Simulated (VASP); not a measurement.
Cu:

```
CELL_PARAMETERS angstrom
0.00000 1.80750 1.80750
1.80750 0.00000 1.80750
1.80750 1.80750 0.00000
ATOMIC_POSITIONS crystal
Cu 0.00000 0.00000 0.00000
```

```yaml
Program: VASP 6.6.1
Task: relaxation of volume and atoms at fixed shape
Functional: LDA
Potentials_or_basis: VASP PAW LDA potentials, release 64 (Cu_sv_GW)
Cutoff: 700 eV
k_mesh: 11 × 11 × 11
Occupations: fermi-dirac, width 0.05 eV
Spin: no spin polarisation
```

At the start: pressure -17.1 GPa; volume 11.81 Å³/atom.

Question: Where does the relaxation end?

Answer: Over 4 steps the energy falls by 66.0 meV/atom and the volume is 10.69 Å³/atom (-9.5 %); space group Fm-3m (No. 225, to 0.05 Å).

Step by step:
```tsv
step	energy change (eV)	largest force (eV/Å)	pressure (GPa)	volume (Å³)
1	0.0000	0.0000	-17.06	11.81
2	-0.0027	0.0000	24.30	9.79
3	-0.0660	0.0000	-0.26	10.71
4	-0.0660	0.0000	0.11	10.69
```

Final structure:
```cif
data_structure
_symmetry_space_group_name_H-M 'P 1'
_symmetry_Int_Tables_number 1
_cell_length_a 2.4726
_cell_length_b 2.4726
_cell_length_c 2.4726
_cell_angle_alpha 60.000
_cell_angle_beta 60.000
_cell_angle_gamma 60.000
_cell_volume 10.69
loop_
_atom_site_label
_atom_site_type_symbol
_atom_site_fract_x
_atom_site_fract_y
_atom_site_fract_z
_atom_site_occupancy
Cu1 Cu 0.00000 0.00000 0.00000 1
```
